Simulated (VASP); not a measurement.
# C (Fd-3m) in VASP: further runs

The runs below take C through single point, with LDA.

Program: VASP 6.6.1. These are calculated values, not measurements. Logs are shortened: lines on timing, memory, paths and dates and some standing lists are left out, and cuts for length are marked.

## 1. The cell of the first run

It takes space group Fd-3m (No. 227, cubic). Conventional cell: a = 3.519 Å, b = 3.519 Å, c = 3.519 Å, α = 90.00°, β = 90.00°, γ = 90.00°. C (site symmetry -43m) has 4 C at 1.52 Å within 2.0 Å.

## 2. Single point, LDA

INCAR reads:

```
  ALGO = Normal
  EDIFF = 1E-6
  ENCUT = 520
  GGA = CA
  ISIF = 2
  ISMEAR = -1
  LASPH = T
  LCHARG = T
  LELF = T
  LREAL = F
  LVHAR = T
  LWAVE = F
  NBANDS = 11
  NELM = 80
  PREC = Accurate
  SIGMA = 0.05
```

KPOINTS reads:

```
k-points
0
Gamma
  13 13 13
```

POSCAR reads:

```
C
1.0
    0.0000000000      1.7592674508      1.7592674508
    1.7592674508      0.0000000000      1.7592674508
    1.7592674508      1.7592674508      0.0000000000
C
2
Direct
    0.7500000000      0.7500000000      0.7500000000
    0.5000000000      0.5000000000      0.5000000000
```

Potentials or basis: VASP PAW LDA potentials, release 64 (C).

The run is started by

```
$ cat potpaw_LDA.64/C/POTCAR > POTCAR
$ mpirun -np 1 vasp_std > vasp.out
```

OUTCAR:

```text
EDIFF = 1E-6
   ENCUT = 520
   GGA = CA
   ISIF = 2
   ISMEAR = -1
   LASPH = T
   LREAL = F
   NELM = 80
   PREC = Accurate

 ion  position               nearest neighbor table
   1  0.750  0.750  0.750-   2 1.52   2 1.52   2 1.52   2 1.52
   2  0.500  0.500  0.500-   1 1.52   1 1.52   1 1.52   1 1.52

  LATTYP: Found a face centered cubic cell.
 ALAT       =     3.5185349016

  Lattice vectors:

 A1 = (   0.0000000000,   1.7592674508,   1.7592674508)
 A2 = (   1.7592674508,   0.0000000000,   1.7592674508)
 A3 = (   1.7592674508,   1.7592674508,   0.0000000000)

Analysis of symmetry for initial positions (statically):
=====================================================================
 Subroutine PRICEL returns:
 Original cell was already a primitive cell.

 Routine SETGRP: Setting up the symmetry group for a
 face centered cubic supercell.

 Subroutine GETGRP returns: Found 48 space group operations
 (whereof 24 operations were pure point group operations)
 out of a pool of 48 trial point group operations.

The static configuration has the point symmetry T_d .
 The point group associated with its full space group is O_h .

Analysis of symmetry for dynamics (positions and initial velocities):
=====================================================================
 Subroutine PRICEL returns:
 Original cell was already a primitive cell.

 Routine SETGRP: Setting up the symmetry group for a
 face centered cubic supercell.

 Subroutine GETGRP returns: Found 48 space group operations
 (whereof 24 operations were pure point group operations)
 out of a pool of 48 trial point group operations.

The dynamic configuration has the point symmetry T_d .
 The point group associated with its full space group is O_h .

 Subroutine INISYM returns: Found 48 space group operations
 (whereof 24 operations are pure point group operations),
 and found     1 'primitive' translations

----------------------------------------------------------------------------------------

                                     Primitive cell

  volume of cell :      10.8899

  direct lattice vectors                    reciprocal lattice vectors
     0.000000000  1.759267451  1.759267451    -0.284209203  0.284209203  0.284209203
     1.759267451  0.000000000  1.759267451     0.284209203 -0.284209203  0.284209203
     1.759267451  1.759267451  0.000000000     0.284209203  0.284209203 -0.284209203

  length of vectors
     2.487979889  2.487979889  2.487979889     0.492264780  0.492264780  0.492264780

  position of ions in fractional coordinates (direct lattice)
     0.750000000  0.750000000  0.750000000
     0.500000000  0.500000000  0.500000000

  ion indices of the primitive-cell ions
   primitive index   ion index
                 1           1
                 2           2

----------------------------------------------------------------------------------------

 KPOINTS: k-points

Automatic generation of k-mesh.
 Grid dimensions read from file:
 generate k-points for:   13   13   13

 Generating k-lattice:

  Cartesian coordinates                     Fractional coordinates (reciprocal lattice)
    -0.021862246  0.021862246  0.021862246     0.076923077  0.000000000  0.000000000
     0.021862246 -0.021862246  0.021862246     0.000000000  0.076923077  0.000000000
     0.021862246  0.021862246 -0.021862246     0.000000000  0.000000000  0.076923077

  Length of vectors
     0.037866522  0.037866522  0.037866522

  Shift w.r.t. Gamma in fractional coordinates (k-lattice)
     0.000000000  0.000000000  0.000000000

 Subroutine IBZKPT returns following result:
 ===========================================

 Found     84 irreducible k-points:

 Following reciprocal coordinates:
            Coordinates               Weight
  0.000000  0.000000  0.000000      1.000000
  0.076923  0.000000  0.000000      8.000000
  0.153846  0.000000  0.000000      8.000000
  0.230769  0.000000  0.000000      8.000000
  0.307692  0.000000  0.000000      8.000000
  0.384615  0.000000  0.000000      8.000000
[... 16 lines left out ...]
  0.384615  0.153846  0.000000     24.000000
  0.461538  0.153846  0.000000     24.000000
 [... further k-points ...]
   k-points           NKPTS =     84   k-points in BZ     NKDIM =     84   number of bands    NBANDS=     11
   number of dos      NEDOS =    301   number of ions     NIONS =      2
   total plane-waves  NPLWV =   8000
   dimension x,y,z NGX =    20 NGY =   20 NGZ =   20
   dimension x,y,z NGXF=    40 NGYF=   40 NGZF=   40
   ions per type =               2
   NGX,Y,Z   is equivalent  to a cutoff of  13.36, 13.36, 13.36 a.u.
   NGXF,Y,Z  is equivalent  to a cutoff of  26.73, 26.73, 26.73 a.u.
 SYSTEM =  unknown system
   PREC   = accura    normal or accurate (medium, high low for compatibility)
   ISTART =      0    job   : 0-new  1-cont  2-samecut
   ICHARG =      2    charge: 1-file 2-atom 10-const
   ISPIN  =      1    spin polarized calculation?
   LNONCOLLINEAR =      F non collinear calculations
   LSORBIT =      F    spin-orbit coupling
   LASPH  =      T    aspherical Exc in radial PAW
   ENCUT  =  520.0 eV  38.22 Ry    6.18 a.u.   4.63  4.63  4.63*2*pi/ulx,y,z
   NELM   =     80;   NELMIN=  2; NELMDL= -5     # of ELM steps
   EDIFF  = 0.1E-05   stopping-criterion for ELM
   LREAL  =      F    real-space projection
   EDIFFG = 0.1E-04   stopping-criterion for IOM
   NSW    =      0    number of steps for IOM
   IBRION =     -1    ionic relax: 0-MD 1-quasi-New 2-CG
   NFREE  =      0    steps in history (QN), initial steepest desc. (CG)
   ISIF   =      2    stress and relaxation
   ISYM   =      2    0-nonsym 1-usesym 2-fastsym
   POTIM  = 0.5000    time-step for ionic-motion
   TEBEG  =    0.0;   TEEND  =   0.0 temperature during run
   PSTRESS=    0.0 pullay stress
   NELECT =       8.0000    total number of electrons
   NUPDOWN=      -1.0000    fix difference up-down
   EMIN   =  10.00;   EMAX   =-10.00  energy-range for DOS
   EFERMI =   0.00;   METHOD = LEGACY
   ISMEAR =    -1;   SIGMA  =   0.05  broadening in eV -4-tet -1-fermi 0-gaus
   EFERMI_NEDOS =   21; number of points for ismear=-14 and -15
   IALGO  =     38    algorithm
   IMIX   =      4    mixing-type and parameters
     AMIX     =   0.40;   BMIX     =  1.00
     AMIX_MAG =   1.60;   BMIX_MAG =  1.00
  volume/ion in A,a.u.               =       5.44        36.74
  Fermi-wavevector in a.u.,A,eV,Ry     =   1.477167  2.791441 29.688220  2.182023
  Thomas-Fermi vector in A             =   2.591604
   LORBIT       =      0    0 simple, 1 ext, 2 COOP (PROOUT), +10 PAW based schemes
   GGA     = CA    functional components
   LHFCALC =     F    Hartree Fock is set to
   AEXX    =    0.0000 exact exchange contribution
   IVDW    =     0    specifies the selected vdW correction
   LEPSILON=     F    determine dielectric tensor
   LRPA    =     F    only Hartree local field effects (RPA)
 non-spin polarized calculation
  energy-cutoff  :      520.00
  volume of cell :       10.89
 maximum number of plane-waves:       304
   NGX =  9   NGY =  9   NGZ =  9

 number of electron       7.9999998 magnetization

 Free energy of the ion-electron system (eV)
  ---------------------------------------------------
  ext. energy  EPLUGINS =         0.00000000
  ---------------------------------------------------
  free energy    TOTEN  =       -20.24162536 eV

  energy without entropy =      -20.24162536  energy(sigma->0) =      -20.24162536

 E-fermi :  11.3587     XC(G=0): -13.6981

 val. band max:       10.3302821473   @ k =   0.0000   0.0000   0.0000
 cond. band min:      14.5358967665   @ k =   0.3846   0.3846   0.0000
 fundamental gap:      4.2056146193
 Fermi energy:        11.3586797947

 k-point     1 :       0.0000    0.0000    0.0000
  band No.  band energies     occupation
      1     -11.5398      2.00000
      2      10.3303      2.00000
      3      10.3303      2.00000
      4      10.3303      2.00000
      5      15.9886      0.00000
      6      15.9886      0.00000
      7      15.9886      0.00000
      8      24.8316      0.00000
      9      29.8784      0.00000
     10      37.4212      0.00000
     11      37.4212      0.00000

 k-point     2 :       0.0769    0.0000    0.0000
  band No.  band energies     occupation
      1     -11.3716      2.00000
      2       9.2415      2.00000
      3      10.0393      2.00000
      4      10.0393      2.00000
      5      16.3684      0.00000
      6      16.3684      0.00000
      7      16.6618      0.00000
      8      24.9160      0.00000
      9      30.1481      0.00000
     10      35.2436      0.00000
     11      35.2436      0.00000

 k-point     3 :       0.1538    0.0000    0.0000
  band No.  band energies     occupation
      1     -10.8683      2.00000
      2       6.9277      2.00000
      3       9.3862      2.00000
      4       9.3862      2.00000
      5      17.2239      0.00000
      6      17.2239      0.00000
      7      17.8018      0.00000
      8      25.1557      0.00000
      9      30.7465      0.00000
     10      33.5949      0.00000
     11      33.5949      0.00000

 k-point     4 :       0.2308    0.0000    0.0000
  band No.  band energies     occupation
      1     -10.0351      2.00000
      2       4.2735      2.00000
      3       8.6822      2.00000
      4       8.6822      2.00000
      5      18.0785      0.00000
      6      18.0785      0.00000
      7      18.7223      0.00000
      8      25.4955      0.00000
      9      31.2191      0.00000
     10      32.9685      0.00000
     11      32.9685      0.00000
[... 239 lines left out ...]
 k-point    22 :       0.3077    0.1538    0.0000
  band No.  band energies     occupation
      1      -9.0987      2.00000
      2       3.6265      2.00000
      3       6.6202      2.00000
      4       7.3305      2.00000
      5      16.4018      0.00000
      6      21.0013      0.00000
      7      21.0452      0.00000
      8      22.7176      0.00000
      9      31.5453      0.00000
     10      32.1070      0.00000
     11      37.3620      0.00000

 k-point    23 :       0.3846    0.1538    0.0000
  band No.  band energies     occupation
      1      -7.8554      2.00000
      2       1.1502      2.00000
      3       6.3173      2.00000
      4       6.5343      2.00000
      5      17.0911      0.00000
      6      21.2566      0.00000
      7      21.5296      0.00000
      8      23.2343      0.00000
      9      31.7603      0.00000
     10      32.8288      0.00000
     11      37.7433      0.00000

 k-point    24 :       0.4615    0.1538    0.0000
  band No.  band energies     occupation
      1      -6.3550      2.00000
      2      -1.1719      2.00000
      3       5.8109      2.00000
      4       6.2804      2.00000
      5      17.5128      0.00000
      6      21.1090      0.00000
      7      21.7906      0.00000
      8      24.4859      0.00000
      9      31.1217      0.00000
     10      34.1553      0.00000
     11      37.8335      0.00000

 [... further k-points ...]
[... 5 lines left out ...]
  --------------------------------------------------------------------------------------
  -------------------------------------------------------------------------------------
  Total        0.4787482      0.4787482      0.4787482     -0.0000000      0.0000000     -0.0000000
  in kB       70.4355800     70.4355800     70.4355800     -0.0000000      0.0000000     -0.0000000
  external PRESSURE =      70.4355800 kB  Pullay stress =       0.0000000 kB

 VOLUME and BASIS-vectors are now :
 -----------------------------------------------------------------------------
  energy-cutoff  :      520.00
  volume of cell :       10.89
      direct lattice vectors                 reciprocal lattice vectors
     0.000000000  1.759267451  1.759267451    -0.284209203  0.284209203  0.284209203
     1.759267451  0.000000000  1.759267451     0.284209203 -0.284209203  0.284209203
     1.759267451  1.759267451  0.000000000     0.284209203  0.284209203 -0.284209203

 POSITION                                       TOTAL-FORCE (eV/Angst)
 -----------------------------------------------------------------------------------
      2.63890      2.63890      2.63890        -0.000000     -0.000000     -0.000000
      1.75927      1.75927      1.75927         0.000000      0.000000      0.000000
 -----------------------------------------------------------------------------------
    total drift:                                0.000000     -0.000000      0.000000

  FREE ENERGIE OF THE ION-ELECTRON SYSTEM (eV)
  ---------------------------------------------------
  free  energy   TOTEN  =       -20.2416253570 eV

  energy  without entropy=      -20.2416253570  energy(sigma->0) =      -20.24162536
```

Run time: 21 s. Hardware: 1 thread of AMD EPYC 7R13, shared host; peak memory 0.08 GiB.

What came out:

```
Free energy            : -20.2416 eV
Pressure               : 7.0 GPa
Band gap on the k mesh : 4.21 eV, indirect (least direct gap 5.66 eV)
```

## 3. Single point, LDA

This run uses another cell than the first one, of 5.67 Å³/atom, 1.042 times its volume.

INCAR reads:

```
PREC = Accurate
ENCUT = 520
EDIFF = 1E-6
ISMEAR = -1
SIGMA = 0.05
LREAL = False
LASPH = True
NELM = 100
ALGO = Normal
ISIF = 2
LWAVE = False
LCHARG = False
GGA = CA
NBANDS = 11
```

KPOINTS reads:

```
Automatic mesh
0
Gamma
  13 13 13
```

POSCAR reads:

```
C
1.0
    0.0000000000      1.7833700000      1.7833700000
    1.7833700000      0.0000000000      1.7833700000
    1.7833700000      1.7833700000      0.0000000000
C
2
Direct
    0.7500000000      0.7500000000      0.7500000000
    0.5000000000      0.5000000000      0.5000000000
```

Potentials or basis: VASP PAW LDA potentials, release 64 (C).

The run is started by

```
$ cat potpaw_LDA.64/C/POTCAR > POTCAR
$ mpirun -np 1 vasp_std > vasp.out
```

OUTCAR:

```text
PREC = Accurate
   ENCUT = 520
   EDIFF = 1E-6
   ISMEAR = -1
   LREAL = False
   LASPH = True
   NELM = 100
   ISIF = 2
   GGA = CA

 ion  position               nearest neighbor table
   1  0.750  0.750  0.750-   2 1.54   2 1.54   2 1.54   2 1.54
   2  0.500  0.500  0.500-   1 1.54   1 1.54   1 1.54   1 1.54

  LATTYP: Found a face centered cubic cell.
 ALAT       =     3.5667400000

  Lattice vectors:

 A1 = (   0.0000000000,   1.7833700000,   1.7833700000)
 A2 = (   1.7833700000,   0.0000000000,   1.7833700000)
 A3 = (   1.7833700000,   1.7833700000,   0.0000000000)

Analysis of symmetry for initial positions (statically):
=====================================================================
 Subroutine PRICEL returns:
 Original cell was already a primitive cell.

 Routine SETGRP: Setting up the symmetry group for a
 face centered cubic supercell.

 Subroutine GETGRP returns: Found 48 space group operations
 (whereof 24 operations were pure point group operations)
 out of a pool of 48 trial point group operations.

The static configuration has the point symmetry T_d .
 The point group associated with its full space group is O_h .

Analysis of symmetry for dynamics (positions and initial velocities):
=====================================================================
 Subroutine PRICEL returns:
 Original cell was already a primitive cell.

 Routine SETGRP: Setting up the symmetry group for a
 face centered cubic supercell.

 Subroutine GETGRP returns: Found 48 space group operations
 (whereof 24 operations were pure point group operations)
 out of a pool of 48 trial point group operations.

The dynamic configuration has the point symmetry T_d .
 The point group associated with its full space group is O_h .

 Subroutine INISYM returns: Found 48 space group operations
 (whereof 24 operations are pure point group operations),
 and found     1 'primitive' translations

[... 112 lines left out ...]
   IMIX   =      4    mixing-type and parameters
     AMIX     =   0.40;   BMIX     =  1.00
     AMIX_MAG =   1.60;   BMIX_MAG =  1.00
  volume/ion in A,a.u.               =       5.67        38.28
  Fermi-wavevector in a.u.,A,eV,Ry     =   1.457203  2.753714 28.891161  2.123440
  Thomas-Fermi vector in A             =   2.574032
   LORBIT       =      0    0 simple, 1 ext, 2 COOP (PROOUT), +10 PAW based schemes
   GGA     = CA    functional components
   LHFCALC =     F    Hartree Fock is set to
   AEXX    =    0.0000 exact exchange contribution
   IVDW    =     0    specifies the selected vdW correction
   LEPSILON=     F    determine dielectric tensor
   LRPA    =     F    only Hartree local field effects (RPA)
 non-spin polarized calculation
  energy-cutoff  :      520.00
  volume of cell :       11.34
 maximum number of plane-waves:       322
   NGX =  9   NGY =  9   NGZ =  9

 number of electron       7.9999999 magnetization

 Free energy of the ion-electron system (eV)
  ---------------------------------------------------
  ext. energy  EPLUGINS =         0.00000000
  ---------------------------------------------------
  free energy    TOTEN  =       -20.23525434 eV

  energy without entropy =      -20.23525434  energy(sigma->0) =      -20.23525434

 E-fermi :  10.6136     XC(G=0): -13.4996

 val. band max:        9.7238373601   @ k =   0.0000   0.0000   0.0000
 cond. band min:      13.8316325471   @ k =   0.3846   0.3846   0.0000
 fundamental gap:      4.1077951870
 Fermi energy:        10.6136232316

 k-point     1 :       0.0000    0.0000    0.0000
  band No.  band energies     occupation
      1     -11.5949      2.00000
      2       9.7238      2.00000
      3       9.7238      2.00000
      4       9.7238      2.00000
      5      15.2662      0.00000
      6      15.2662      0.00000
      7      15.2662      0.00000
      8      23.2804      0.00000
      9      28.7273      0.00000
     10      36.3536      0.00000
     11      36.3537      0.00000
[... 309 lines left out ...]
 k-point    24 :       0.4615    0.1538    0.0000
  band No.  band energies     occupation
      1      -6.5687      2.00000
      2      -1.4448      2.00000
      3       5.3350      2.00000
      4       5.8302      2.00000
      5      16.7485      0.00000
      6      20.2181      0.00000
      7      20.6660      0.00000
      8      23.4759      0.00000
      9      30.0023      0.00000
     10      32.7768      0.00000
     11      36.6228      0.00000

 [... further k-points ...]
[... 5 lines left out ...]
  --------------------------------------------------------------------------------------
  -------------------------------------------------------------------------------------
  Total       -0.8236131     -0.8236131     -0.8236131      0.0000000     -0.0000000      0.0000000
  in kB     -116.3267176   -116.3267176   -116.3267176      0.0000000     -0.0000000      0.0000000
  external PRESSURE =    -116.3267176 kB  Pullay stress =       0.0000000 kB

 VOLUME and BASIS-vectors are now :
 -----------------------------------------------------------------------------
  energy-cutoff  :      520.00
  volume of cell :       11.34
      direct lattice vectors                 reciprocal lattice vectors
     0.000000000  1.783370000  1.783370000    -0.280368067  0.280368067  0.280368067
     1.783370000  0.000000000  1.783370000     0.280368067 -0.280368067  0.280368067
     1.783370000  1.783370000  0.000000000     0.280368067  0.280368067 -0.280368067

 POSITION                                       TOTAL-FORCE (eV/Angst)
 -----------------------------------------------------------------------------------
      2.67505      2.67505      2.67505        -0.000000     -0.000000      0.000000
      1.78337      1.78337      1.78337         0.000000      0.000000     -0.000000
 -----------------------------------------------------------------------------------
    total drift:                                0.000000     -0.000000      0.000000

  FREE ENERGIE OF THE ION-ELECTRON SYSTEM (eV)
  ---------------------------------------------------
  free  energy   TOTEN  =       -20.2352543397 eV

  energy  without entropy=      -20.2352543397  energy(sigma->0) =      -20.23525434
```

It took 19 s on 1 thread of AMD EPYC 7R13, shared host; peak memory 0.08 GiB.

Results:

| Item | Value |
| --- | --- |
| Free energy | -20.2353 eV |
| Pressure | -11.6 GPa |
| Band gap on the k mesh | 4.11 eV, indirect (least direct gap 5.54 eV) |

[end of part 1 of 2]
